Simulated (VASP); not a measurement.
# Li2Se (Fm-3m) in VASP: vibrations by perturbation theory with PBE

Aim: the vibrations by perturbation theory of Li2Se with PBE.

Program: VASP 6.6.1. These are calculated values, not measurements. Logs are shortened: lines on timing, memory, paths and dates and some standing lists are left out, and cuts for length are marked.

## Step 1: The cell of the first run

It takes space group Fm-3m (No. 225, cubic). Conventional cell: a = 5.032 Å, b = 5.032 Å, c = 5.032 Å, α = 90.00°, β = 90.00°, γ = 90.00°. Li (site symmetry -43m) has 4 Se at 2.18 Å and 6 Li at 2.52 Å within 2.9 Å. Within 2.9 Å of Se (site symmetry m-3m) lie 8 Li at 2.18 Å.

## Step 2: Vibrations by perturbation theory, PBE

File INCAR:

```
SYSTEM = Li2Se
ALGO = Normal
EDIFF = 1E-8
ENCUT = 750
GGA = PE
GGA_COMPAT = .False.
IBRION = 8
ISIF = 2
ISMEAR = 0
LASPH = .True.
LCHARG = .False.
LEPSILON = .True.
LREAL = .False.
LWAVE = .False.
NELM = 120
NSW = 1
PREC = Accurate
SIGMA = 0.01
```

File KPOINTS:

```
k-points
0
Gamma
  10 10 10
  0 0 0
```

File POSCAR:

```
Li2Se
1.0
    0.0000000000      2.5158193255      2.5158193255
    2.5158193255      0.0000000000      2.5158193255
    2.5158193255      2.5158193255      0.0000000000
Li Se
2 1
Direct
    0.2500000000      0.2500000000      0.2500000000
    0.7500000000      0.7500000000      0.7500000000
    0.0000000000      0.0000000000      0.0000000000
```

Potentials or basis: VASP PAW PBE potentials, release 64 (Li_sv, Se).

The run is started by

```sh
> cat potpaw_PBE.64/Li_sv/POTCAR potpaw_PBE.64/Se/POTCAR > POTCAR
> mpirun -np 1 vasp_std > vasp.out
```

OUTCAR:

```text
SYSTEM = Li2Se
   EDIFF = 1E-8
   ENCUT = 750
   GGA = PE
   IBRION = 8
   ISIF = 2
   ISMEAR = 0
   LASPH = .True.
   LEPSILON = .True.
   LREAL = .False.
   NELM = 120
   NSW = 1
   PREC = Accurate

 ion  position               nearest neighbor table
   1  0.250  0.250  0.250-   3 2.18   3 2.18   3 2.18   3 2.18   2 2.52   2 2.52   2 2.52   2 2.52
                             2 2.52   2 2.52
   2  0.750  0.750  0.750-   3 2.18   3 2.18   3 2.18   3 2.18   1 2.52   1 2.52   1 2.52   1 2.52
                             1 2.52   1 2.52
   3  0.000  0.000  0.000-   2 2.18   2 2.18   2 2.18   1 2.18   2 2.18   1 2.18   1 2.18   1 2.18

  LATTYP: Found a face centered cubic cell.
 ALAT       =     5.0316386510

  Lattice vectors:

 A1 = (   0.0000000000,   2.5158193255,   2.5158193255)
 A2 = (   2.5158193255,   0.0000000000,   2.5158193255)
 A3 = (   2.5158193255,   2.5158193255,   0.0000000000)

Analysis of symmetry for initial positions (statically):
=====================================================================
 Subroutine PRICEL returns:
 Original cell was already a primitive cell.

 Routine SETGRP: Setting up the symmetry group for a
 face centered cubic supercell.

 Subroutine GETGRP returns: Found 48 space group operations
 (whereof 48 operations were pure point group operations)
 out of a pool of 48 trial point group operations.

The static configuration has the point symmetry O_h .

Analysis of symmetry for dynamics (positions and initial velocities):
=====================================================================
 Subroutine PRICEL returns:
 Original cell was already a primitive cell.

 Routine SETGRP: Setting up the symmetry group for a
 face centered cubic supercell.

 Subroutine GETGRP returns: Found 48 space group operations
 (whereof 48 operations were pure point group operations)
 out of a pool of 48 trial point group operations.

The dynamic configuration has the point symmetry O_h .

 Subroutine INISYM returns: Found 48 space group operations
 (whereof 48 operations are pure point group operations),
 and found     1 'primitive' translations

----------------------------------------------------------------------------------------

                                     Primitive cell

  volume of cell :      31.8470

  direct lattice vectors                    reciprocal lattice vectors
     0.000000000  2.515819325  2.515819325    -0.198742412  0.198742412  0.198742412
     2.515819325  0.000000000  2.515819325     0.198742412 -0.198742412  0.198742412
     2.515819325  2.515819325  0.000000000     0.198742412  0.198742412 -0.198742412

  length of vectors
     3.557905811  3.557905811  3.557905811     0.344231955  0.344231955  0.344231955

  position of ions in fractional coordinates (direct lattice)
     0.250000000  0.250000000  0.250000000
     0.750000000  0.750000000  0.750000000
     0.000000000  0.000000000  0.000000000

  ion indices of the primitive-cell ions
   primitive index   ion index
                 1           1
                 2           2
                 3           3

----------------------------------------------------------------------------------------

 KPOINTS: k-points

Automatic generation of k-mesh.
 Grid dimensions read from file:
 generate k-points for:   10   10   10

 Generating k-lattice:

  Cartesian coordinates                     Fractional coordinates (reciprocal lattice)
    -0.019874241  0.019874241  0.019874241     0.100000000  0.000000000  0.000000000
     0.019874241 -0.019874241  0.019874241     0.000000000  0.100000000  0.000000000
     0.019874241  0.019874241 -0.019874241     0.000000000  0.000000000  0.100000000

  Length of vectors
     0.034423195  0.034423195  0.034423195

  Shift w.r.t. Gamma in fractional coordinates (k-lattice)
     0.000000000  0.000000000  0.000000000

 Subroutine IBZKPT returns following result:
 ===========================================

[... 431 lines left out ...]
      0.00000      0.00000      0.00000         0.000000      0.000000      0.000000
 -----------------------------------------------------------------------------------
    total drift:                               -0.000000     -0.000000      0.000000

  FREE ENERGIE OF THE ION-ELECTRON SYSTEM (eV)
  ---------------------------------------------------
  free  energy   TOTEN  =        -8.8492397862 eV

  energy  without entropy=       -8.8492397862  energy(sigma->0) =       -8.84923979

 HEAD OF MICROSCOPIC STATIC DIELECTRIC TENSOR (INDEPENDENT PARTICLE, excluding Hartree and local field effects)
 ------------------------------------------------------
           5.558450    -0.000000     0.000000
          -0.000000     5.558450     0.000000
           0.000000    -0.000000     5.558450
 ------------------------------------------------------

 Free energy of the ion-electron system (eV)
  ---------------------------------------------------
  ---------------------------------------------------
  free energy    TOTEN  =        -0.39859203 eV

  energy without entropy =       -0.39859203

------------------------ aborting loop because EDIFF is reached ----------------------------------------

--------------------------------------- Ionic step        2  -------------------------------------------

------------------------ aborting loop because EDIFF is reached ----------------------------------------

--------------------------------------- Ionic step        3  -------------------------------------------

------------------------ aborting loop because EDIFF is reached ----------------------------------------

 PIEZOELECTRIC TENSOR FIELD DIRECTION 3  (e Angst)
 -----------------------------------------------------------------------------
    -0.00031  0.00000  0.00000           (  0.00000  0.00000  0.00000)
     0.00000 -0.00031  0.00000           (  0.00000  0.00000  0.00000)
     0.00000  0.00000 -0.00118           (  0.00000  0.00000  0.00000)

 PIEZOELECTRIC TENSOR FIELD DIRECTION 3  (C/m^2)
 -----------------------------------------------------------------------------
    -0.00016  0.00000  0.00000
     0.00000 -0.00016  0.00000
     0.00000  0.00000 -0.00059

[... ionic steps 4 to 9 ...]

--------------------------------------- Ionic step       10  -------------------------------------------

 Free energy of the ion-electron system (eV)
  ---------------------------------------------------
  ---------------------------------------------------
  free energy    TOTEN  =        -0.08398619 eV

  energy without entropy =       -0.08398619

------------------------ aborting loop because EDIFF is reached ----------------------------------------

 INTERNAL STRAIN TENSOR  FOR ION    3  DIRECTION 1   (eV/Angst):
 -----------------------------------------------------------------------------
    -0.00716 -0.00000 -0.00000
     0.00000  0.01304 -0.00000
    -0.00000 -0.00000  0.01304

 MACROSCOPIC STATIC DIELECTRIC TENSOR (including local field effects in DFT)
 ------------------------------------------------------
           5.101110     0.000000    -0.000000
           0.000000     5.101110     0.000000
           0.000000     0.000000     5.101110
 ------------------------------------------------------

 PIEZOELECTRIC TENSOR (including local field effects)  for field in x, y, z        (e  Angst)
          XX          YY          ZZ          XY          YZ          ZX
  --------------------------------------------------------------------------------
  x     0.00000     0.00000     0.00000     0.00000     0.00000     0.00000
  y     0.00000     0.00000     0.00000     0.00000     0.00000     0.00000
  z     0.00000     0.00000     0.00000     0.00000     0.00000     0.00000

 PIEZOELECTRIC TENSOR (including local field effects)  for field in x, y, z        (C/m^2)
          XX          YY          ZZ          XY          YZ          ZX
  --------------------------------------------------------------------------------
  x     0.00000     0.00000     0.00000     0.00000     0.00000     0.00000
  y     0.00000     0.00000     0.00000     0.00000     0.00000     0.00000
  z     0.00000     0.00000     0.00000     0.00000     0.00000     0.00000

 BORN EFFECTIVE CHARGES (including local field effects) (in |e|, cummulative output)
 ---------------------------------------------------------------------------------
 ion    1
    1     0.65988    -0.00000     0.00000
    2    -0.00000     0.65988    -0.00000
    3     0.00000    -0.00000     0.65988
 ion    2
    1     0.65988    -0.00000     0.00000
    2     0.00000     0.65988    -0.00000
    3    -0.00000     0.00000     0.65988
 ion    3
    1    -1.31975     0.00000     0.00000
    2     0.00000    -1.31975     0.00000
    3     0.00000     0.00000    -1.31975

 INTERNAL STRAIN TENSOR FOR ION    3 for displacements in x,y,z  (eV/Angst):
          X           Y           Z          XY          YZ          ZX
  --------------------------------------------------------------------------------
  x     0.00000     0.00000     0.00000     0.00000     0.00000     0.00000
  y     0.00000     0.00000     0.00000     0.00000     0.00000     0.00000
  z     0.00000     0.00000     0.00000     0.00000     0.00000     0.00000

 SECOND DERIVATIVES (NOT SYMMETRIZED)
 ------------------------------------
               1X          1Y          1Z          2X          2Y          2Z          3X          3Y          3Z
  1X    -9.362252    0.000000    0.000000    1.616203    0.000000   -0.000000    7.746049    0.000000    0.000000
  1Y     0.000000   -9.362252    0.000000    0.000000    1.616203    0.000000    0.000000    7.746049    0.000000
  1Z     0.000000    0.000000   -9.362252   -0.000000    0.000000    1.616203    0.000000    0.000000    7.746049
  2X     1.616203    0.000000   -0.000000   -9.362252    0.000000    0.000000    7.746049    0.000000    0.000000
  2Y     0.000000    1.616203    0.000000    0.000000   -9.362252    0.000000    0.000000    7.746049    0.000000
  2Z    -0.000000    0.000000    1.616203    0.000000    0.000000   -9.362252    0.000000    0.000000    7.746049
  3X     7.774792    0.000000    0.000000    7.774792    0.000000    0.000000  -15.549584    0.000000    0.000000
  3Y     0.000000    7.774792    0.000000    0.000000    7.774792    0.000000    0.000000  -15.549584    0.000000
  3Z     0.000000    0.000000    7.774792    0.000000    0.000000    7.774792    0.000000    0.000000  -15.549584

 Eigenvectors and eigenvalues of the dynamical matrix
 ----------------------------------------------------

   1 f  =   19.564211 THz   122.925563 2PiTHz  652.591832 cm-1    80.911039 meV
             X         Y         Z           dx          dy          dz
      1.257910  1.257910  1.257910     0.000000    0.000000    0.707107
      3.773729  3.773729  3.773729     0.000000    0.000000   -0.707107
      0.000000  0.000000  0.000000    -0.000000   -0.000000    0.000000
[... 43 lines left out ...]
   9 f/i=    0.011836 THz     0.074370 2PiTHz    0.394818 cm-1     0.048951 meV
             X         Y         Z           dx          dy          dz
      1.257910  1.257910  1.257910     0.209481    0.124299   -0.127662
      3.773729  3.773729  3.773729     0.209481    0.124299   -0.127662
      0.000000  0.000000  0.000000     0.701753    0.416398   -0.427663

--------------------------------------------------------------------------------------------------------

 MACROSCOPIC STATIC DIELECTRIC TENSOR IONIC CONTRIBUTION
 ------------------------------------------------------
           0.637234    -0.000000     0.000000
          -0.000000     0.637234    -0.000000
           0.000000    -0.000000     0.637234
 ------------------------------------------------------

 ELASTIC MODULI CONTR FROM IONIC RELAXATION (kBar)
 Direction    XX          YY          ZZ          XY          YZ          ZX
 --------------------------------------------------------------------------------
 XX          -0.0000     -0.0000     -0.0000      0.0000      0.0000     -0.0000
 YY          -0.0000     -0.0000     -0.0000      0.0000      0.0000     -0.0000
 ZZ          -0.0000     -0.0000     -0.0000     -0.0000      0.0000     -0.0000
 XY           0.0000      0.0000     -0.0000  -1100.8565     -0.0000      0.0000
 YZ           0.0000      0.0000      0.0000     -0.0000  -1100.8565     -0.0000
 ZX          -0.0000     -0.0000     -0.0000      0.0000     -0.0000  -1100.8565
 --------------------------------------------------------------------------------

 PIEZOELECTRIC TENSOR IONIC CONTR  for field in x, y, z        (C/m^2)
          XX          YY          ZZ          XY          YZ          ZX
  --------------------------------------------------------------------------------
  x    -0.00000    -0.00000    -0.00000     0.00000     0.00000    -0.00000
  y    -0.00000    -0.00000    -0.00000    -0.00000    -0.00000    -0.00000
  z     0.00000     0.00000     0.00000     0.00000    -0.00000    -0.00000
```

Wall time 5.1 min (1 thread of Intel Xeon 6975P-C (Granite Rapids), shared host); peak memory 0.39 GiB.

What came out:

```
Electronic dielectric tensor (diagonal)                 : 5.10
Born charges (mean of the diagonal)                     : Li +0.66; Se -1.32 e
Highest phonon frequency at Γ, LO-TO splitting left out : 653 cm⁻¹
```

Phonon frequencies in cm⁻¹ (negative: imaginary):
```csv
q point,frequencies
"(0.000, 0.000, 0.000)",0 0 0 595 595 595 653 653 653
```

Electronic dielectric tensor:
```
5.10 0.00 0.00
0.00 5.10 0.00
0.00 0.00 5.10
```

Born effective charge tensors (e):
atom 1, Li
```
0.66 0.00 0.00
0.00 0.66 0.00
0.00 0.00 0.66
```
atom 2, Li
```
0.66 0.00 0.00
0.00 0.66 0.00
0.00 0.00 0.66
```
atom 3, Se
```
-1.32  0.00  0.00
 0.00 -1.32  0.00
 0.00  0.00 -1.32
```

Caveat: the cell wasn't relaxed at this level first, which shifts response properties.
